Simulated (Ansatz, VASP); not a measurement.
CsPbCl3 in VASP and in Ansatz

```
Cs Pb Cl
1.0
     4.01412    2.31755    3.36449
    -4.01412    2.31755    3.36449
     0.00000   -4.63511    3.36449
Cs Pb Cl
1 1 3
Direct
  0.50000 0.50000 0.50000
  0.00000 0.00000 0.00000
  0.50000 0.00005 0.99995
  0.00005 0.99995 0.50000
  0.99995 0.50000 0.00005
```

Change from the starting cell: uniaxial_z strain +2.7%.

Alike in both runs: task single point; functional r2SCAN; k mesh 4 × 4 × 4; no spin polarisation.

|  | VASP | Ansatz |
| --- | --- | --- |
| version | VASP 6.6.1 | Ansatz 0.2.0 |
| potentials or method | VASP PAW PBE potentials, release 64 (Cs_sv, Pb_d, Cl) | plane waves, PAW |
| plane-wave cutoff (eV) | 520 | 500 |
| occupations | gaussian, width 0.01 eV | fixed |
| valence electrons in the cell | 44 | 44 |

Ansatz gave:

| Item | Value |
| --- | --- |
| gap on the k mesh at the Fermi level (eV) | 2.54 |
| pressure (GPa) | -0.6 |
| traceless stress, the component that is largest in VASP (GPa) | -0.19 |

Problem. What did VASP give for the same quantities?

Solution. gap on the k mesh at the Fermi level (eV): 2.55; pressure (GPa): -0.6; traceless stress, the component that is largest in VASP (GPa): -0.19.

VASP's potentials were made for PBE, not for r2SCAN.

Spin-orbit coupling is off throughout.
